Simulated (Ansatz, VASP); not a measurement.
# MnO2 in VASP and in Ansatz

File INCAR:

```
PREC = Accurate
ENCUT = 520
EDIFF = 1E-7
ISMEAR = 0
SIGMA = 0.05
LREAL = False
LASPH = True
NELM = 150
ALGO = Normal
ISIF = 2
LWAVE = False
LCHARG = False
ISPIN = 2
MAGMOM = 3.14 -0.15 -0.15
LORBIT = 11
LMAXMIX = 4
LDAU = True
LDAUTYPE = 2
LDAUL = 2 -1
LDAUU = 3.9 0
LDAUJ = 0 0
LDAUPRINT = 1
GGA = PE
IVDW = 12
NBANDS = 24
```

File KPOINTS:

```
regular mesh
0
Gamma
  12 12 12
```

Contents of POSCAR:

```
MnO2
1.0
    1.4559704750      0.8406049457      4.5701157802
   -1.4559704750      0.8406049457      4.5701157802
    0.0000000000     -1.6812098914      4.5701157802
Mn O
1 2
Direct
    0.0000000000      0.0000000000      0.0000000000
    0.2639683705      0.2639683705      0.2639683705
    0.7360316295      0.7360316295      0.7360316295
```

Input for Ansatz:

```yaml
crystal:
  lattice:
    - [1.455970475, 0.8406049457, 4.5701157802]
    - [-1.455970475, 0.8406049457, 4.5701157802]
    - [0.0, -1.6812098914, 4.5701157802]
  atoms:
    - { symbol: Mn, position: [0.0, 0.0, 0.0], spin: 3.14 }
    - { symbol: O, position: [0.2639683705, 0.2639683705, 0.2639683705], spin: -0.15 }
    - { symbol: O, position: [0.7360316295, 0.7360316295, 0.7360316295], spin: -0.15 }
basis:
  ecutwfc: 520.0
kpoints:
  mp_grid: { grid: [12, 12, 12] }
hamiltonian:
  xc: pbe
  dispersion: d3bj
  hubbard: { sites: [{ species: Mn, l: d, u_eff: 3.9 }] }
scf:
  occupations: { method: gaussian, width: 0.05 }
output:
  forces: true
  stress: true
  eigenvalues: true
  populations: true
magnetization:
  spin_polarized: true
```

Alike in both runs: task single point; functional PBE; dispersion D3(BJ); k mesh 12 × 12 × 12; occupations gaussian, width 0.05 eV; collinear spin; Hubbard terms Mn d U = 3.9 eV.

|  | VASP | Ansatz |
| --- | --- | --- |
| version | VASP 6.6.1 | Ansatz 0.2.0 |
| potentials or method | VASP PAW PBE potentials, release 64 (Mn_pv, O), cutoff 520 eV | scalar-relativistic, plane waves, PAW |
| valence electrons in the cell | 25 | 27 |

```tsv
	VASP	Ansatz	Ansatz less VASP
gap on the k mesh at the Fermi level (eV)	1.63	1.62	-0.013
least direct gap on the mesh (eV)	1.79	1.76	-0.034
pressure (GPa)	0.5	0.0	-0.50
traceless stress, the component that is largest in VASP (GPa)	0.11	-0.01	-0.121
rms of the force components (eV/Å)	0.041	0.000	-0.0410
net moment per atom (μB)	1.00	1.00	0.000
size of the moment on the site where the two differ most (μB)	3.23	2.85	-0.376
```

Site moments also hang on the region over which each program counts them. The programs project onto different local orbitals, so the same U acts differently, and such runs can settle in different states. Atom by atom the forces differ by 0.041 eV/Å (rms over components). VASP's potentials hold 25 valence electrons a cell and Ansatz's 27, so a difference there can come from the potentials and not from the codes.
